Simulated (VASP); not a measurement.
## Sb: single point with PBEsol

The system is Sb.

```xyz
1
Lattice="-1.5050 1.5050 2.4552 1.5050 -1.5050 2.4552 1.5050 1.5050 -2.4552" Properties=species:S:1:pos:R:3 pbc="T T T"
Sb    0.0000    0.0000    0.0000
```

This cell differs from its parent crystal: zz strain of -1 %.

- Program: VASP 6.6.1
- Task: single point
- Functional: PBEsol
- Potentials or basis: VASP PAW PBE potentials, release 64 (Sb)
- Cutoff: 520 eV
- k mesh: 19 × 19 × 19
- Occupations: fermi-dirac, width 0.05 eV
- Spin: no spin polarisation
- Dipole correction: no
- Further INCAR settings: ALGO = Normal; EDIFF = 1e-07; NBANDS = 8

```
Pressure : 16.6 GPa
```

Stress tensor (GPa, compression positive):
```
17.12  0.00  0.00
 0.00 17.12  0.00
 0.00  0.00 15.51
```

Levels at points of the mesh, in eV from the Fermi level:
```tsv
k point	band 1	band 2	band 3	band 4	band 5	band 6	band 7
(0.00, 0.00, 0.00)	-14.67	6.61	6.80	6.80	10.19	10.38	11.13
```

It took 22 s on 1 thread of Intel(R) Xeon(R) 6975P-C (Granite Rapids), with other jobs on the host, peak memory 0.21 GiB.

Caveat: the cell differs from its parent crystal (zz strain of -1 %); the PAW data sets were made with another functional, which shifts forces and pressure a little; spin-orbit coupling is left out, which moves the levels of the heavy elements.
